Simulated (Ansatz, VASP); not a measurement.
**Two plane-wave programs on MnS**

File INCAR:

```
SYSTEM = MnS
PREC     = Accurate       ! precision mode
ENCUT    = 520            ! plane-wave cutoff, eV
EDIFF    = 1E-6           ! SCF threshold, eV
ISMEAR   = -1             ! smearing method
SIGMA    = 0.05           ! smearing width, eV
LREAL    = .False.        ! projectors in reciprocal space
LASPH    = .True.         ! aspherical terms in the spheres
NELM     = 150            ! most SCF steps
ALGO     = Normal         ! electronic algorithm
ISIF     = 2              ! what is computed and relaxed
LWAVE    = .False.        ! write WAVECAR
LCHARG   = .False.        ! write CHGCAR
ISPIN    = 2              ! spin polarisation
MAGMOM   = 5 0            ! initial moments
LORBIT   = 11             ! projections on sites
NUPDOWN  = 5.0            ! fixed moment
LMAXMIX  = 4              ! l up to which the mixer works
GGA      = PS             ! functional
NBANDS   = 20             ! bands
```

File KPOINTS:

```
Automatic mesh
0
Gamma
  8 8 8
  0 0 0
```

The input POSCAR:

```
MnS
1.0
    0.0000000000      2.4734634191      2.4734634191
    2.4734634191      0.0000000000      2.4734634191
    2.4734634191      2.4734634191      0.0000000000
Mn S
1 1
Direct
    0.0000000000      0.0000000000      0.0000000000
    0.7500000000      0.7500000000      0.7500000000
```

input.yaml

```yaml
crystal:
  lattice:
    - [0.0, 2.4734634191, 2.4734634191]
    - [2.4734634191, 0.0, 2.4734634191]
    - [2.4734634191, 2.4734634191, 0.0]
  atoms:
    - { symbol: Mn, position: [0.0, 0.0, 0.0], spin: 5.0 }
    - { symbol: S, position: [0.75, 0.75, 0.75] }
hamiltonian:
  xc: pbesol
  pseudopotentials: { kind: paw }
magnetization:
  spin_polarized: true
  initial_magnetization: 5.0
  spin_locking: { lock_magnetization: hard }
kpoints:
  mp_grid: { grid: [8, 8, 8] }
scf:
  occupations: { method: fermi_dirac, width: 0.05 }
  lower_state_search: "off"
output:
  forces: true
  stress: true
  eigenvalues: true
  write_density: true
  write_potential: true
  elf: true
  volumetric_format: npy
```

Alike in both runs: task single point; functional PBEsol; k mesh 8 × 8 × 8; occupations fermi-dirac, width 0.05 eV; collinear spin; fixed moment 5 μB.

```csv
,VASP,Ansatz
version,VASP 6.6.1,Ansatz 0.2.0
potentials or method,"VASP PAW PBE potentials, release 64 (Mn_pv, S)",Ansatz PAW
plane-wave cutoff (eV),520,420
valence electrons in the cell,19,21
```

```csv
,VASP,Ansatz,Ansatz less VASP
net moment per atom (μB),2.50,2.50,0.000
size of the moment on the site where the two differ most (μB),4.16,3.72,-0.447
```

VASP's potentials were made for PBE, not for PBEsol. Site moments also hang on the region over which each program counts them. VASP's potentials hold 19 valence electrons a cell and Ansatz's 21, so a difference there can come from the potentials and not from the codes.
